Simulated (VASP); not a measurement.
Set up this calculation in VASP 6.6.1, as the native input.

```yaml
Task: relaxation of shape and atoms at fixed volume
Functional: PBE
Potentials_or_basis: VASP PAW PBE potentials, release 64 (I)
Cutoff: 600 eV
k_mesh: 12 × 12 × 12
Occupations: fermi-dirac, width 0.08 eV
Spin: no spin polarisation
Dipole_correction: no
Further_INCAR_settings: ALGO = Normal; EDIFF = 1e-06; IBRION = 2; EDIFFG = -0.005; NSW = 50; ISIF = 4
```

The structure of I lies in POSCAR:

```
I
1.0
    3.7258482116      0.0000000000      0.0000000000
   -1.8629241058      3.2266792019      0.0000000000
    0.0000000000      0.0000000000      2.4002947845
I
1
Direct
    0.0000000000      0.0000000000      0.0000000000
```

The input as run:

INCAR

```
PREC     = Accurate       # precision mode
ENCUT    = 600            # plane-wave cutoff, eV
EDIFF    = 1E-6           # SCF threshold, eV
ISMEAR   = -1             # smearing method
SIGMA    = 0.08           # smearing width, eV
LREAL    = False          # projectors in reciprocal space
LASPH    = True           # aspherical terms in the spheres
NELM     = 100            # most SCF steps
ALGO     = Normal         # electronic algorithm
ISIF     = 4              # what is computed and relaxed
LWAVE    = False          # write WAVECAR
LCHARG   = False          # write CHGCAR
GGA      = PE             # functional
IBRION   = 2              # ionic algorithm
NSW      = 50             # ionic steps
EDIFFG   = -0.005         # ionic threshold
```

KPOINTS

```
regular mesh
0
Gamma
  12 12 12
```

Potentials or basis: VASP PAW PBE potentials, release 64 (I).

The run is started by

```sh
$ cat potpaw_PBE.64/I/POTCAR > POTCAR
$ mpirun -np 1 vasp_std > vasp.out
```

It gave:

| Quantity | Value |
| --- | --- |
| Energy gained by relaxing | 1320.0 meV/atom |
| Ionic steps | 27 |
| Pressure after relaxing | 16.5 GPa |

Caveat: an odd number of electrons without spin polarisation forces a metal; a magnetic or distorted state may lie lower.

Wall time 110 s on 1 thread of Intel(R) Xeon(R) 6975P-C (Granite Rapids) (shared host), peak memory 0.16 GiB.
